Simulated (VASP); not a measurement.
## Al5As: relaxation of cell and atoms with PBE

Crystal: Al5As.

```
Al As
1.0
     5.42558    0.00000    0.00000
    -2.71279    4.69869    0.00000
     0.00000    0.00000    7.45941
Al As
5 1
Direct
  0.00000 0.00000 0.17478
  0.00000 0.00000 0.82522
  0.50000 0.00000 0.50000
  0.00000 0.50000 0.50000
  0.50000 0.50000 0.50000
  0.00000 0.00000 0.50000
```

* Program: VASP 6.6.1
* Task: relaxation of cell and atoms
* Functional: PBE
* Potentials or basis: VASP PAW PBE potentials, release 64 (Al, As)
* Cutoff: 600 eV
* k mesh: 6 × 6 × 4
* Occupations: gaussian, width 0.1 eV
* Spin: no spin polarisation
* Dipole correction: no
* Further INCAR settings: ALGO = Fast; EDIFF = 1e-06; IBRION = 2; EDIFFG = -0.04; NSW = 90; ISIF = 3

```json
{"Relaxed volume": "32.95 Å³/atom", "Relaxed cell": "a = 5.408 Å, b = 5.408 Å, c = 7.805 Å, α = 90.00°, β = 90.00°, γ = 120.00°", "Space group after relaxing (to 0.05 Å)": "P6/mmm (No. 191)", "Energy gained by relaxing": "21.1 meV/atom", "Ionic steps": "6", "Pressure after relaxing": "0.1 GPa", "Largest force after relaxing": "0.015 eV/Å", "Band gap on the k mesh": "zero (band 10 reaches 2.97 eV, above the bottom of band 11 at 1.30 eV)"}
```

Forces on the atoms (eV/Å):
```
Al   0.000  0.000  0.015
Al   0.000  0.000 -0.015
Al   0.000  0.000  0.000
Al   0.000  0.000  0.000
Al   0.000  0.000  0.000
As   0.000  0.000  0.000
```

Stress tensor (GPa, compression positive):
```
0.17 0.00 0.00
0.00 0.17 0.00
0.00 0.00 0.02
```

The path:
| step | energy change (eV) | largest force (eV/Å) | pressure (GPa) | volume (Å³) |
| --- | --- | --- | --- | --- |
| 1 | 0.0000 | 0.0662 | 1.44 | 190.16 |
| 2 | -0.1197 | 0.2420 | -0.09 | 197.96 |
| 3 | -0.1199 | 0.2350 | -0.02 | 197.57 |
| 4 | -0.1199 | 0.2379 | -0.05 | 197.72 |
| 5 | -0.1242 | 0.1425 | 0.02 | 197.71 |
| 6 | -0.1266 | 0.0148 | 0.12 | 197.71 |

Final structure:
```yaml
crystal:
  lattice:
    - [5.40835, 0.00000, 0.00000]
    - [-2.70417, 4.68377, 0.00000]
    - [0.00000, 0.00000, 7.80478]
  atoms:
    - { symbol: Al, position: [0.00000, 0.00000, 0.17878] }
    - { symbol: Al, position: [0.00000, 0.00000, 0.82122] }
    - { symbol: Al, position: [0.50000, 0.00000, 0.50000] }
    - { symbol: Al, position: [0.00000, 0.50000, 0.50000] }
    - { symbol: Al, position: [0.50000, 0.50000, 0.50000] }
    - { symbol: As, position: [0.00000, 0.00000, 0.50000] }
```

Levels at points of the mesh, in eV from the Fermi level:
```
           k point  band 8  band 9  band 10  band 11  band 12  band 13
(0.00, 0.00, 0.00)   -1.89   -1.89     0.08     0.79     1.19     1.48
(0.50, 0.00, 0.00)   -0.46   -0.14     0.62     0.69     0.81     1.09
(0.00, 0.00, 0.50)   -2.43   -1.88    -1.88     0.02     0.60     0.60
(0.50, 0.00, 0.50)   -1.99   -0.45    -0.03     0.70     0.89     1.66
```

It took 5.5 min on 1 thread of Intel(R) Xeon(R) Platinum 8259CL CPU @ 2.50GHz (Skylake/Cascade Lake), with other jobs on the host, peak memory 0.42 GiB.
